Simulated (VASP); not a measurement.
SiAs4:

```
Si As
1.0
     4.94347    0.00000    0.00000
     0.00000    4.94347    0.00000
     0.00000    0.00000    4.94347
Si As
1 4
Direct
  0.00000 0.00000 0.00000
  0.25000 0.25000 0.25000
  0.75000 0.75000 0.25000
  0.25000 0.75000 0.75000
  0.75000 0.25000 0.75000
```

| Quantity | Value |
| --- | --- |
| Program | VASP 6.6.1 |
| Task | relaxation of cell and atoms |
| Functional | PBE |
| Potentials or basis | VASP PAW PBE potentials, release 64 (Si, As) |
| Cutoff | 600 eV |
| k mesh | 4 × 4 × 4 |
| Occupations | gaussian, width 0.1 eV |
| Spin | no spin polarisation |

At the start: pressure 7.6 GPa; volume 24.16 Å³/atom.

Question: How do energy, volume and symmetry change on relaxing?

Answer: Over 11 steps the energy falls by 294.2 meV/atom and the volume is 21.92 Å³/atom (-9.3 %); space group P-43m (No. 215, to 0.05 Å).

The path:
| step | energy change (eV) | largest force (eV/Å) | pressure (GPa) | volume (Å³) |
| --- | --- | --- | --- | --- |
| 1 | 0.0000 | 3.3806 | 7.60 | 120.81 |
| 2 | -0.5545 | 0.3016 | -7.65 | 141.98 |
| 3 | -0.8492 | 0.6437 | -3.56 | 132.96 |
| 4 | -0.8496 | 0.6831 | -3.40 | 132.69 |
| 5 | -1.1185 | 0.6737 | -2.62 | 125.12 |
| 6 | -1.4189 | 0.4001 | 2.84 | 106.95 |
| 7 | -1.4259 | 0.4360 | 1.86 | 109.20 |
| 8 | -1.4683 | 0.0181 | -0.70 | 110.81 |
| 9 | -1.4691 | 0.0216 | -0.39 | 110.58 |
| 10 | -1.4691 | 0.0163 | -0.42 | 110.60 |
| 11 | -1.4711 | 0.0149 | -0.06 | 109.62 |

Final structure:
```xyz
5
Lattice="4.7859 0.0000 0.0000 0.0000 4.7859 0.0000 0.0000 0.0000 4.7859" Properties=species:S:1:pos:R:3 pbc="T T T"
Si    0.0000    0.0000    0.0000
As    1.3655    1.3655    1.3655
As    3.4204    3.4204    1.3655
As    1.3655    3.4204    3.4204
As    3.4204    1.3655    3.4204
```
